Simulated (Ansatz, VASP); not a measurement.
One calculation of InP, two programs

```xyz
2
Lattice="4.0506 0.0000 0.0000 -2.0253 3.5080 0.0000 0.0000 0.0000 3.1965" Properties=species:S:1:pos:R:3 pbc="T T T"
In    0.0000    0.0000    1.5982
P     2.0253    1.1693    0.0000
```

Change from the starting cell: species swapped into the AgPd type (P-6m2, No. 187).

Alike in both runs: functional PBE; k mesh 7 × 7 × 4; occupations gaussian, width 0.2 eV; no spin polarisation.

Ansatz relaxed the structure, and its values are those at the end. VASP's run is a single point on that final structure, the one shown.

```csv
,VASP,Ansatz
version,VASP 6.6.1,Ansatz 0.2.0
potentials or method,"VASP PAW PBE potentials, release 64 (In_d, P), cutoff 500 eV","scalar-relativistic, plane waves, PAW"
valence electrons in the cell,18,18
```

```tsv
	VASP	Ansatz	Ansatz less VASP
gap on the k mesh at the Fermi level (eV)	none	none	-
pressure (GPa)	0.0	0.1	+0.04
```

A gap of «none» marks a metal or a gap that the smearing closes. The functional is the same, so the differences come from potentials, cutoffs and numerics.

The k mesh is coarse, so the values compare programs but aren't converged.
